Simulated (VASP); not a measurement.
Input of a VASP 6.6.1 run:

INCAR

```
PREC = Accurate ; ENCUT = 520
EDIFF = 1E-7 ; ISMEAR = -1
SIGMA = 0.05 ; LREAL = False
LASPH = True ; NELM = 100
ALGO = Normal ; ISIF = 2
LWAVE = False ; LCHARG = False
GGA = B5 ; ALDAX = 1.0
AGGAX = 1.0 ; AGGAC = 1.0
ALDAC = 0.0 ; IVDW = 12
VDW_S6 = 1.0 ; VDW_S8 = 2.6996
VDW_A1 = 0.4298 ; VDW_A2 = 4.2359
NBANDS = 16
```

Contents of KPOINTS:

```
regular mesh
0
Gamma
  7 7 7
```

File POSCAR:

```
HgTe
1.0
    0.0000000000      3.0376330309      3.0376330309
    3.0376330309      0.0000000000      3.0376330309
    3.0376330309      3.0376330309      0.0000000000
Hg Te
1 1
Direct
    0.0000000000      0.0000000000      0.0000000000
    0.5000000000      0.5000000000      0.5000000000
```

Potentials or basis: VASP PAW PBE potentials, release 64 (Hg, Te).

The run is started by

```console
$ cat potpaw_PBE.64/Hg/POTCAR potpaw_PBE.64/Te/POTCAR > POTCAR
$ mpirun -np 1 vasp_std > vasp.out
```

(1) Estimate the band gap on the k mesh.

(2) What does it give for the pressure?

(3) What does it give for the dispersion energy per atom?

Answers

(1) zero (band 9 reaches 5.27 eV, above the bottom of band 10 at 2.80 eV).

(2) 0.4 GPa.

(3) -1.045 eV.

Caveat: the PAW data sets were made with another functional, which shifts forces and pressure a little; spin-orbit coupling is left out, which moves the levels of the heavy elements; pairwise dispersion overbinds metals, which lowers pressure and volume.
